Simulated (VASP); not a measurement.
# Mg2CdSe3 in VASP: notebook, part 2 of 2

VASP 6.6.1. Earlier steps stand in the parts before.

### 4 Single point, PBE

INCAR reads:

```
SYSTEM = Mg2CdSe3
PREC     = Accurate       ! precision mode
ENCUT    = 520            ! plane-wave cutoff, eV
EDIFF    = 1E-6           ! SCF threshold, eV
ISMEAR   = 0              ! smearing method
SIGMA    = 0.1            ! smearing width, eV
LREAL    = .False.        ! projectors in reciprocal space
LASPH    = .True.         ! aspherical terms in the spheres
NELM     = 100            ! most SCF steps
ALGO     = Normal         ! electronic algorithm
ISIF     = 2              ! what is computed and relaxed
LWAVE    = .False.        ! write WAVECAR
LCHARG   = .False.        ! write CHGCAR
GGA      = PE             ! functional
NBANDS   = 46             ! bands
```

KPOINTS reads:

```
Automatic mesh
0
Gamma
  6 6 1
  0 0 0
```

POSCAR reads:

```
Mg2CdSe3
1.0
    4.3008488000      0.0000000000      0.0000000000
   -2.1504244000      3.7246443000      0.0000000000
    0.0000000000      0.0000000000     20.8766186000
Mg Cd Se
4 2 6
Direct
    0.6666667000      0.3333333000      0.1673960000
    0.6666667000      0.3333333000      0.8302600000
    0.3333333000      0.6666667000      0.3302600000
    0.3333333000      0.6666667000      0.6673960000
    0.6666667000      0.3333333000      0.5009150000
    0.3333333000      0.6666667000      0.0009150000
    0.6666667000      0.3333333000      0.2919490000
    0.6666667000      0.3333333000      0.6293910000
    0.6666667000      0.3333333000      0.9550900000
    0.3333333000      0.6666667000      0.1293910000
    0.3333333000      0.6666667000      0.4550900000
    0.3333333000      0.6666667000      0.7919490000
```

Potentials or basis: VASP PAW PBE potentials, release 64 (Mg, Cd, Se).

On the command line:

```console
$ cat potpaw_PBE.64/Mg/POTCAR potpaw_PBE.64/Cd/POTCAR potpaw_PBE.64/Se/POTCAR > POTCAR
$ mpirun -np 1 vasp_std > vasp.out
```

OUTCAR:

```text
SYSTEM = Mg2CdSe3
   PREC = Accurate
   ENCUT = 520
   EDIFF = 1E-6
   ISMEAR = 0
   LREAL = .False.
   LASPH = .True.
   NELM = 100
   ISIF = 2
   GGA = PE

 ion  position               nearest neighbor table
   1  0.667  0.333  0.167-   7 2.60  10 2.61  10 2.61  10 2.61
   2  0.667  0.333  0.830-   9 2.61  12 2.61  12 2.61  12 2.61
   3  0.333  0.667  0.330-  11 2.61   7 2.61   7 2.61   7 2.61
   4  0.333  0.667  0.667-  12 2.60   8 2.61   8 2.61   8 2.61
   5  0.667  0.333  0.501-  11 2.66  11 2.66  11 2.66   8 2.68
   6  0.333  0.667  0.001-   9 2.66   9 2.66   9 2.66  10 2.68
   7  0.667  0.333  0.292-   1 2.60   3 2.61   3 2.61   3 2.61
   8  0.667  0.333  0.629-   4 2.61   4 2.61   4 2.61   5 2.68
   9  0.667  0.333  0.955-   2 2.61   6 2.66   6 2.66   6 2.66
  10  0.333  0.667  0.129-   1 2.61   1 2.61   1 2.61   6 2.68
[... 555 lines left out ...]
  volume of cell :      334.43
      direct lattice vectors                 reciprocal lattice vectors
     4.300848800  0.000000000  0.000000000     0.232512243  0.134241007  0.000000000
    -2.150424400  3.724644300  0.000000000     0.000000000  0.268482013  0.000000000
     0.000000000  0.000000000 20.876618600     0.000000000  0.000000000  0.047900478

 POSITION                                       TOTAL-FORCE (eV/Angst)
 -----------------------------------------------------------------------------------
      2.15042      1.24155      3.49466         0.000000     -0.000000      0.002395
      2.15042      1.24155     17.33302         0.000000     -0.000000      0.002635
     -0.00000      2.48310      6.89471        -0.000000     -0.000000      0.002635
     -0.00000      2.48310     13.93297        -0.000000     -0.000000      0.002395
      2.15042      1.24155     10.45741         0.000000     -0.000000      0.002119
     -0.00000      2.48310      0.01910        -0.000000      0.000000      0.002119
      2.15042      1.24155      6.09491         0.000000     -0.000000     -0.001418
      2.15042      1.24155     13.13956         0.000000      0.000000      0.029845
      2.15042      1.24155     19.93905        -0.000000     -0.000000     -0.035577
     -0.00000      2.48310      2.70125        -0.000000     -0.000000      0.029845
     -0.00000      2.48310      9.50074         0.000000      0.000000     -0.035577
     -0.00000      2.48310     16.53322        -0.000000      0.000000     -0.001418
 -----------------------------------------------------------------------------------
    total drift:                               -0.000284      0.000164     -0.001398

  FREE ENERGIE OF THE ION-ELECTRON SYSTEM (eV)
  ---------------------------------------------------
  free  energy   TOTEN  =       -41.0522945783 eV

  energy  without entropy=      -41.0522945783  energy(sigma->0) =      -41.05229458
```

Wall time 1.7 min (1 thread of Intel Xeon Platinum 8559C (Emerald Rapids), shared host); peak memory 0.45 GiB.

Results:

```yaml
Free_energy: -41.0523 eV
Pressure: 0.1 GPa
Largest_force: 0.036 eV/Å
Band_gap_on_the_k_mesh: 1.54 eV, direct
```

Forces in eV/Å, atoms in the order of the input:
```
Mg   0.000  0.000  0.002
Mg   0.000  0.000  0.003
Mg   0.000  0.000  0.003
Mg   0.000  0.000  0.002
Cd   0.000  0.000  0.002
Cd   0.000  0.000  0.002
Se   0.000  0.000 -0.001
Se   0.000  0.000  0.030
Se   0.000  0.000 -0.036
Se   0.000  0.000  0.030
Se   0.000  0.000 -0.036
Se   0.000  0.000 -0.001
```

Levels at points of the mesh, in eV from the valence-band top:
| k point | band 30 | band 31 | band 32 | band 33 | band 34 | band 35 | band 36 | band 37 | band 38 | band 39 |
| --- | --- | --- | --- | --- | --- | --- | --- | --- | --- | --- |
| (0.00, 0.00, 0.00) | -0.22 | -0.02 | -0.02 | 0.00 | 0.00 | 1.54 | 2.37 | 3.07 | 3.13 | 3.33 |
| (0.50, 0.00, 0.00) | -1.08 | -1.07 | -0.89 | -0.81 | -0.67 | 2.89 | 3.48 | 3.49 | 3.80 | 3.86 |

PBE gaps usually lie below the measured ones, often by a third to a half.

### 5 The runs side by side

| level | cell | k mesh | smearing | gap on the mesh (eV) | pressure (GPa) | largest force (eV/Å) |
| --- | --- | --- | --- | --- | --- | --- |
| PBE | a = 4.302, b = 4.301, c = 20.873 Å, angles 90.0, 90.0, 120.0°, 12 atoms | 6 × 6 × 1 | gaussian 0.1 eV | 1.54 | 0.1 | 0.04 |
| r2SCAN | a = 4.301, b = 4.301, c = 20.877 Å, angles 90.0, 90.0, 120.0°, 12 atoms | 6 × 6 × 2 | gaussian 0.02 eV | 2.09 | -1.3 | 0.02 |
| PBE | a = 4.301, b = 4.301, c = 20.877 Å, angles 90.0, 90.0, 120.0°, 12 atoms | 6 × 6 × 1 | gaussian 0.1 eV | 1.54 | 0.1 | 0.04 |

Alike in all rows: task single point; potentials or basis VASP PAW PBE potentials, release 64 (Mg, Cd, Se); no spin polarisation; cutoff (eV) 520.

Caveats: the PAW data sets were made with another functional, which shifts forces and pressure a little (some runs).

Absolute energies hang on the potentials; compare differences alone.
